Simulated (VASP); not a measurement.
# Sc3AlP in VASP: notebook

Sc3AlP is run at these levels: PBE; tasks: single point, relaxation of cell and atoms.

Everything below comes from runs of VASP 6.6.1. Logs are shortened: lines on timing, memory, paths and dates and some standing lists are left out, and cuts for length are marked.

## 1. The cell of the first run

Symmetry: Pm-3m, No. 221, cubic system. The conventional cell has a = 5.007 Å, b = 5.007 Å, c = 5.007 Å, α = 90.00°, β = 90.00°, γ = 90.00°. Within 3.3 Å of Sc (site symmetry 4/mmm) lie 2 Al at 2.50 Å. Within 3.3 Å of Al (site symmetry m-3m) lie 6 Sc at 2.50 Å. P (site symmetry m-3m) has 12 Sc at 3.54 Å and 8 Al at 4.34 Å within 4.7 Å.

The cell was built from a structure type or drawn by symmetry, and may not be a known phase.

## 2. Single point, PBE

INCAR

```
ALGO = Normal ; EDIFF = 1E-7
ENCUT = 520 ; GGA = PE
ISIF = 2 ; ISMEAR = 0
LASPH = True ; LCHARG = False
LREAL = False ; LWAVE = False
NBANDS = 28 ; NELM = 100
PREC = Accurate ; SIGMA = 0.1
```

KPOINTS

```
k-points
0
Gamma
  8 8 8
```

POSCAR

```
Sc3AlP
1.0
    5.0072643587      0.0000000000      0.0000000000
    0.0000000000      5.0072643587      0.0000000000
    0.0000000000      0.0000000000      5.0072643587
Sc Al P
3 1 1
Direct
    0.0000000000      0.5000000000      0.0000000000
    0.5000000000      0.0000000000      0.0000000000
    0.0000000000      0.0000000000      0.5000000000
    0.0000000000      0.0000000000      0.0000000000
    0.5000000000      0.5000000000      0.5000000000
```

Potentials or basis: VASP PAW PBE potentials, release 64 (Sc_sv, Al, P).

The run is started by

```bash
> cat potpaw_PBE.64/Sc_sv/POTCAR potpaw_PBE.64/Al/POTCAR potpaw_PBE.64/P/POTCAR > POTCAR
> mpirun -np 1 vasp_std > vasp.out
```

OUTCAR:

```text
EDIFF = 1E-7
   ENCUT = 520
   GGA = PE
   ISIF = 2
   ISMEAR = 0
   LASPH = True
   LREAL = False
   NELM = 100
   PREC = Accurate

 ion  position               nearest neighbor table
   1  0.000  0.500  0.000-   4 2.50   4 2.50
   2  0.500  0.000  0.000-   4 2.50   4 2.50
   3  0.000  0.000  0.500-   4 2.50   4 2.50
   4  0.000  0.000  0.000-   1 2.50   2 2.50   3 2.50   3 2.50   1 2.50   2 2.50
   5  0.500  0.500  0.500-

  LATTYP: Found a simple cubic cell.
 ALAT       =     5.0072643587

  Lattice vectors:

 A1 = (   5.0072643587,   0.0000000000,   0.0000000000)
 A2 = (   0.0000000000,   5.0072643587,   0.0000000000)
 A3 = (   0.0000000000,   0.0000000000,   5.0072643587)

Analysis of symmetry for initial positions (statically):
=====================================================================
 Subroutine PRICEL returns:
 Original cell was already a primitive cell.

 Routine SETGRP: Setting up the symmetry group for a
 simple cubic supercell.

 Subroutine GETGRP returns: Found 48 space group operations
 (whereof 48 operations were pure point group operations)
 out of a pool of 48 trial point group operations.

The static configuration has the point symmetry O_h .

Analysis of symmetry for dynamics (positions and initial velocities):
=====================================================================
 Subroutine PRICEL returns:
 Original cell was already a primitive cell.

 Routine SETGRP: Setting up the symmetry group for a
 simple cubic supercell.

 Subroutine GETGRP returns: Found 48 space group operations
 (whereof 48 operations were pure point group operations)
 out of a pool of 48 trial point group operations.

The dynamic configuration has the point symmetry O_h .

 Subroutine INISYM returns: Found 48 space group operations
 (whereof 48 operations are pure point group operations),
 and found     1 'primitive' translations

----------------------------------------------------------------------------------------

                                     Primitive cell

  volume of cell :     125.5456

  direct lattice vectors                    reciprocal lattice vectors
     5.007264359  0.000000000  0.000000000     0.199709847  0.000000000  0.000000000
     0.000000000  5.007264359  0.000000000     0.000000000  0.199709847  0.000000000
     0.000000000  0.000000000  5.007264359     0.000000000  0.000000000  0.199709847

  length of vectors
     5.007264359  5.007264359  5.007264359     0.199709847  0.199709847  0.199709847

  position of ions in fractional coordinates (direct lattice)
     0.000000000  0.500000000  0.000000000
     0.500000000  0.000000000  0.000000000
     0.000000000  0.000000000  0.500000000
     0.000000000  0.000000000  0.000000000
     0.500000000  0.500000000  0.500000000

  ion indices of the primitive-cell ions
   primitive index   ion index
                 1           1
                 2           2
                 3           3
                 4           4
                 5           5

----------------------------------------------------------------------------------------

 KPOINTS: k-points

Automatic generation of k-mesh.
 Grid dimensions read from file:
 generate k-points for:    8    8    8

 Generating k-lattice:

  Cartesian coordinates                     Fractional coordinates (reciprocal lattice)
     0.024963731  0.000000000  0.000000000     0.125000000  0.000000000  0.000000000
     0.000000000  0.024963731  0.000000000     0.000000000  0.125000000  0.000000000
     0.000000000  0.000000000  0.024963731     0.000000000  0.000000000  0.125000000

  Length of vectors
     0.024963731  0.024963731  0.024963731

  Shift w.r.t. Gamma in fractional coordinates (k-lattice)
     0.000000000  0.000000000  0.000000000

 Subroutine IBZKPT returns following result:
 ===========================================

 Found     35 irreducible k-points:

 Following reciprocal coordinates:
            Coordinates               Weight
  0.000000  0.000000  0.000000      1.000000
  0.125000  0.000000  0.000000      6.000000
  0.250000  0.000000  0.000000      6.000000
  0.375000  0.000000  0.000000      6.000000
  0.500000  0.000000  0.000000      3.000000
  0.125000  0.125000  0.000000     12.000000
[... 16 lines left out ...]
  0.375000  0.375000  0.125000     24.000000
  0.500000  0.375000  0.125000     24.000000
 [... further k-points ...]
   k-points           NKPTS =     35   k-points in BZ     NKDIM =     35   number of bands    NBANDS=     28
   number of dos      NEDOS =    301   number of ions     NIONS =      5
   total plane-waves  NPLWV =  64000
   dimension x,y,z NGX =    40 NGY =   40 NGZ =   40
   dimension x,y,z NGXF=    80 NGYF=   80 NGZF=   80
   ions per type =               3   1   1
   NGX,Y,Z   is equivalent  to a cutoff of  13.28, 13.28, 13.28 a.u.
   NGXF,Y,Z  is equivalent  to a cutoff of  26.56, 26.56, 26.56 a.u.
 SYSTEM =  unknown system
   PREC   = accura    normal or accurate (medium, high low for compatibility)
   ISTART =      0    job   : 0-new  1-cont  2-samecut
   ICHARG =      2    charge: 1-file 2-atom 10-const
   ISPIN  =      1    spin polarized calculation?
   LNONCOLLINEAR =      F non collinear calculations
   LSORBIT =      F    spin-orbit coupling
   LASPH  =      T    aspherical Exc in radial PAW
   ENCUT  =  520.0 eV  38.22 Ry    6.18 a.u.   9.31  9.31  9.31*2*pi/ulx,y,z
   NELM   =    100;   NELMIN=  2; NELMDL= -5     # of ELM steps
   EDIFF  = 0.1E-06   stopping-criterion for ELM
   LREAL  =      F    real-space projection
   EDIFFG = 0.1E-05   stopping-criterion for IOM
   NSW    =      0    number of steps for IOM
   IBRION =     -1    ionic relax: 0-MD 1-quasi-New 2-CG
   NFREE  =      0    steps in history (QN), initial steepest desc. (CG)
   ISIF   =      2    stress and relaxation
   ISYM   =      2    0-nonsym 1-usesym 2-fastsym
   POTIM  = 0.5000    time-step for ionic-motion
   TEBEG  =    0.0;   TEEND  =   0.0 temperature during run
   PSTRESS=    0.0 pullay stress
   NELECT =      41.0000    total number of electrons
   NUPDOWN=      -1.0000    fix difference up-down
   EMIN   =  10.00;   EMAX   =-10.00  energy-range for DOS
   EFERMI =   0.00;   METHOD = LEGACY
   ISMEAR =     0;   SIGMA  =   0.10  broadening in eV -4-tet -1-fermi 0-gaus
   EFERMI_NEDOS =   21; number of points for ismear=-14 and -15
   IALGO  =     38    algorithm
   IMIX   =      4    mixing-type and parameters
     AMIX     =   0.40;   BMIX     =  1.00
     AMIX_MAG =   1.60;   BMIX_MAG =  1.00
  volume/ion in A,a.u.               =      25.11       169.44
  Fermi-wavevector in a.u.,A,eV,Ry     =   1.127376  2.130432 17.292699  1.270977
  Thomas-Fermi vector in A             =   2.264062
   LORBIT       =      0    0 simple, 1 ext, 2 COOP (PROOUT), +10 PAW based schemes
   GGA     = PE    functional components
   LHFCALC =     F    Hartree Fock is set to
   AEXX    =    0.0000 exact exchange contribution
   IVDW    =     0    specifies the selected vdW correction
   LEPSILON=     F    determine dielectric tensor
   LRPA    =     F    only Hartree local field effects (RPA)
 non-spin polarized calculation
 Gauss-broadening in eV      SIGMA  =   0.10
  energy-cutoff  :      520.00
  volume of cell :      125.55
 maximum number of plane-waves:      3415
 NGX is ok and might be reduce to    40
   NGX = 19   NGY = 19   NGZ = 19

 number of electron      41.0000009 magnetization

 Free energy of the ion-electron system (eV)
  ---------------------------------------------------
  ext. energy  EPLUGINS =         0.00000000
  ---------------------------------------------------
  free energy    TOTEN  =       -26.55076339 eV

  energy without entropy =      -26.53530893  energy(sigma->0) =      -26.54303616

 E-fermi :   3.8391     XC(G=0):  -9.2384

 val. band max:        3.8355241262   @ k =   0.1250   0.1250   0.1250
 cond. band min:       3.8538040843   @ k =   0.5000   0.2500   0.0000
 fundamental gap:      0.0182799580
 Fermi energy:         3.8390675984

 k-point     1 :       0.0000    0.0000    0.0000
  band No.  band energies     occupation
      1     -46.1701      2.00000
      2     -46.1481      2.00000
      3     -46.1481      2.00000
      4     -24.8897      2.00000
      5     -24.8897      2.00000
      6     -24.8897      2.00000
[... 20 lines left out ...]
     27       5.4920      0.00000
     28       5.5059      0.00000

 k-point     2 :       0.1250    0.0000    0.0000
  band No.  band energies     occupation
      1     -46.1694      2.00000
      2     -46.1488      2.00000
      3     -46.1481      2.00000
      4     -24.8878      2.00000
      5     -24.8878      2.00000
      6     -24.8874      2.00000
[... 20 lines left out ...]
     27       5.4672      0.00000
     28       5.5017      0.00000

 k-point     3 :       0.2500    0.0000    0.0000
  band No.  band energies     occupation
      1     -46.1673      2.00000
      2     -46.1508      2.00000
      3     -46.1481      2.00000
      4     -24.8825      2.00000
      5     -24.8825      2.00000
      6     -24.8816      2.00000
[... 20 lines left out ...]
     27       5.3270      0.00000
     28       5.5136      0.00000

 k-point     4 :       0.3750    0.0000    0.0000
  band No.  band energies     occupation
      1     -46.1645      2.00000
      2     -46.1535      2.00000
      3     -46.1481      2.00000
      4     -24.8757      2.00000
      5     -24.8757      2.00000
      6     -24.8752      2.00000
[... 578 lines left out ...]
     27       5.4601      0.00000
     28       5.5623      0.00000

 k-point    23 :       0.3750    0.3750    0.1250
  band No.  band energies     occupation
      1     -46.1595      2.00000
      2     -46.1541      2.00000
      3     -46.1521      2.00000
      4     -24.9056      2.00000
      5     -24.8823      2.00000
      6     -24.8794      2.00000
[... 20 lines left out ...]
     27       5.3934      0.00000
     28       5.6776      0.00000

 k-point    24 :       0.5000    0.3750    0.1250
  band No.  band energies     occupation
      1     -46.1579      2.00000
      2     -46.1551      2.00000
      3     -46.1527      2.00000
      4     -24.9086      2.00000
      5     -24.8810      2.00000
      6     -24.8809      2.00000
[... 20 lines left out ...]
     27       5.3320      0.00000
     28       5.7244      0.00000

 [... further k-points ...]

------------------------ aborting loop because EDIFF is reached ----------------------------------------

  FORCE on cell =-STRESS in cart. coord.  units (eV):
  Direction    XX          YY          ZZ          XY          YZ          ZX
  --------------------------------------------------------------------------------------
  -------------------------------------------------------------------------------------
  Total        0.0598448      0.0598448      0.0598448     -0.0000000      0.0000000     -0.0000000
  in kB        0.7637228      0.7637228      0.7637228     -0.0000000      0.0000000     -0.0000000
  external PRESSURE =       0.7637228 kB  Pullay stress =       0.0000000 kB

 VOLUME and BASIS-vectors are now :
 -----------------------------------------------------------------------------
  energy-cutoff  :      520.00
  volume of cell :      125.55
      direct lattice vectors                 reciprocal lattice vectors
     5.007264359  0.000000000  0.000000000     0.199709847  0.000000000  0.000000000
     0.000000000  5.007264359  0.000000000     0.000000000  0.199709847  0.000000000
     0.000000000  0.000000000  5.007264359     0.000000000  0.000000000  0.199709847

 POSITION                                       TOTAL-FORCE (eV/Angst)
 -----------------------------------------------------------------------------------
      0.00000      2.50363      0.00000         0.000000      0.000000      0.000000
      2.50363      0.00000      0.00000         0.000000      0.000000      0.000000
      0.00000      0.00000      2.50363         0.000000      0.000000      0.000000
      0.00000      0.00000      0.00000         0.000000      0.000000      0.000000
      2.50363      2.50363      2.50363         0.000000      0.000000      0.000000
 -----------------------------------------------------------------------------------
    total drift:                               -0.000000      0.000000     -0.000000

  FREE ENERGIE OF THE ION-ELECTRON SYSTEM (eV)
  ---------------------------------------------------
  free  energy   TOTEN  =       -26.5507633930 eV

  energy  without entropy=      -26.5353089322  energy(sigma->0) =      -26.54303616
```

Wall time 88 s (1 thread of Intel Xeon 6975P-C (Granite Rapids), shared host); peak memory 0.3 GiB.

Results:

| Item | Value |
| --- | --- |
| Free energy | -26.5508 eV |
| Pressure | 0.1 GPa |
| Band gap on the k mesh | zero (an odd number of electrons rules out a gap without spin polarisation) |

## 3. Relaxation of cell and atoms, PBE

This run uses another cell than the first one, of 25.05 Å³/atom.

INCAR

```
SYSTEM = Sc3AlP
PREC     = Accurate       ! precision mode
ENCUT    = 600            ! plane-wave cutoff, eV
EDIFF    = 1E-7           ! SCF threshold, eV
ISMEAR   = 0              ! smearing method
SIGMA    = 0.1            ! smearing width, eV
LREAL    = .FALSE.        ! projectors in reciprocal space
LASPH    = .TRUE.         ! aspherical terms in the spheres
NELM     = 100            ! most SCF steps
ALGO     = Normal         ! electronic algorithm
ISIF     = 3              ! what is computed and relaxed
LWAVE    = .FALSE.        ! write WAVECAR
LCHARG   = .FALSE.        ! write CHGCAR
GGA      = PE             ! functional
IBRION   = 2              ! ionic algorithm
NSW      = 100            ! ionic steps
EDIFFG   = -0.01          ! ionic threshold
```

KPOINTS

```
Automatic mesh
0
G
  8 8 8
  0 0 0
```

Changes to POSCAR since step 2:

```diff
@@ -2,5 +2,5 @@
 1.0
-    5.0072643587      0.0000000000      0.0000000000
-    0.0000000000      5.0072643587      0.0000000000
-    0.0000000000      0.0000000000      5.0072643587
+    5.0030821697      0.0000000000      0.0000000000
+    0.0000000000      5.0030821697      0.0000000000
+    0.0000000000      0.0000000000      5.0030821697
 Sc Al P
```

Potentials or basis: VASP PAW PBE potentials, release 64 (Sc_sv, Al, P).

The run is started by

```bash
> cat potpaw_PBE.64/Sc_sv/POTCAR potpaw_PBE.64/Al/POTCAR potpaw_PBE.64/P/POTCAR > POTCAR
> mpirun -np 1 vasp_std > vasp.out
```

OUTCAR:

```text
SYSTEM = Sc3AlP
   PREC = Accurate
   ENCUT = 600
   EDIFF = 1E-7
   ISMEAR = 0
   LREAL = .FALSE.
   LASPH = .TRUE.
   NELM = 100
   ISIF = 3
   GGA = PE
   IBRION = 2
   NSW = 100
   EDIFFG = -0.01

 ion  position               nearest neighbor table
   1  0.000  0.500  0.000-   4 2.50   4 2.50
   2  0.500  0.000  0.000-   4 2.50   4 2.50
   3  0.000  0.000  0.500-   4 2.50   4 2.50
   4  0.000  0.000  0.000-   1 2.50   2 2.50   3 2.50   3 2.50   1 2.50   2 2.50
[... 904 lines left out ...]
  -------------------------------------------------------------------------------------
  Total       -0.0148791     -0.0148791     -0.0148791      0.0000000      0.0000000     -0.0000000
  in kB       -0.1894022     -0.1894022     -0.1894022      0.0000000      0.0000000     -0.0000000
  external PRESSURE =      -0.1894022 kB  Pullay stress =       0.0000000 kB

 VOLUME and BASIS-vectors are now :
 -----------------------------------------------------------------------------
  energy-cutoff  :      600.00
  volume of cell :      125.86
      direct lattice vectors                 reciprocal lattice vectors
     5.011492869 -0.000000000  0.000000000     0.199541340 -0.000000000 -0.000000000
     0.000000000  5.011492869  0.000000000     0.000000000  0.199541340 -0.000000000
     0.000000000  0.000000000  5.011492869    -0.000000000 -0.000000000  0.199541340

 POSITION                                       TOTAL-FORCE (eV/Angst)
 -----------------------------------------------------------------------------------
      0.00000      2.50575      0.00000        -0.000000     -0.000000      0.000000
      2.50575     -0.00000      0.00000        -0.000000     -0.000000      0.000000
      0.00000      0.00000      2.50575        -0.000000     -0.000000      0.000000
      0.00000      0.00000      0.00000        -0.000000      0.000000      0.000000
      2.50575      2.50575      2.50575         0.000000      0.000000      0.000000
 -----------------------------------------------------------------------------------
    total drift:                               -0.000000      0.000000     -0.000000

  FREE ENERGIE OF THE ION-ELECTRON SYSTEM (eV)
  ---------------------------------------------------
  free  energy   TOTEN  =       -26.5511045778 eV

  energy  without entropy=      -26.5356619464  energy(sigma->0) =      -26.54338326

 reached required accuracy - stopping structural energy minimisation
```

CONTCAR:

```text
Sc3AlP
   1.00000000000000
     5.0114928687466289   -0.0000000000000000    0.0000000000000000
     0.0000000000000000    5.0114928687466289    0.0000000000000000
     0.0000000000000000    0.0000000000000000    5.0114928687466289
  Sc              Al              P
     3     1     1
Direct
     0.0000000000000000    0.5000000000000000    0.0000000000000000
     0.5000000000000000    0.0000000000000000    0.0000000000000000
     0.0000000000000000    0.0000000000000000    0.5000000000000000
     0.0000000000000000    0.0000000000000000    0.0000000000000000
     0.5000000000000000    0.5000000000000000    0.5000000000000000

  0.00000000E+00  0.00000000E+00  0.00000000E+00
  0.00000000E+00  0.00000000E+00  0.00000000E+00
  0.00000000E+00  0.00000000E+00  0.00000000E+00
  0.00000000E+00  0.00000000E+00  0.00000000E+00
  0.00000000E+00  0.00000000E+00  0.00000000E+00
```

It took 2 min on 1 thread of Intel Xeon 6975P-C (Granite Rapids), shared host; peak memory 0.33 GiB.

What came out:

```
Free energy                           : -26.5511 eV
Relaxed volume                        : 25.17 Å³/atom
Relaxed cell                          : a = 5.011 Å, b = 5.011 Å, c = 5.011 Å, α = 90.00°, β = 90.00°, γ = 90.00°
Space group after relaxing (to 0.1 Å) : Pm-3m (No. 221)
Energy gained by relaxing             : 0.1 meV/atom
Ionic steps                           : 2
Pressure after relaxing               : 0.0 GPa
Band gap on the k mesh                : zero (an odd number of electrons rules out a gap without spin polarisation)
```

Step by step:
| step | energy change (eV) | largest force (eV/Å) | pressure (GPa) | volume (Å³) |
| --- | --- | --- | --- | --- |
| 1 | 0.0000 | 0.0000 | 0.22 | 125.23 |
| 2 | -0.0004 | 0.0000 | -0.02 | 125.86 |

Final structure:
```
Sc Al P
1.0
     5.01149    0.00000    0.00000
     0.00000    5.01149    0.00000
     0.00000    0.00000    5.01149
Sc Al P
3 1 1
Direct
  0.00000 0.50000 0.00000
  0.50000 0.00000 0.00000
  0.00000 0.00000 0.50000
  0.00000 0.00000 0.00000
  0.50000 0.50000 0.50000
```

(Part 1 of 2 ends here.)
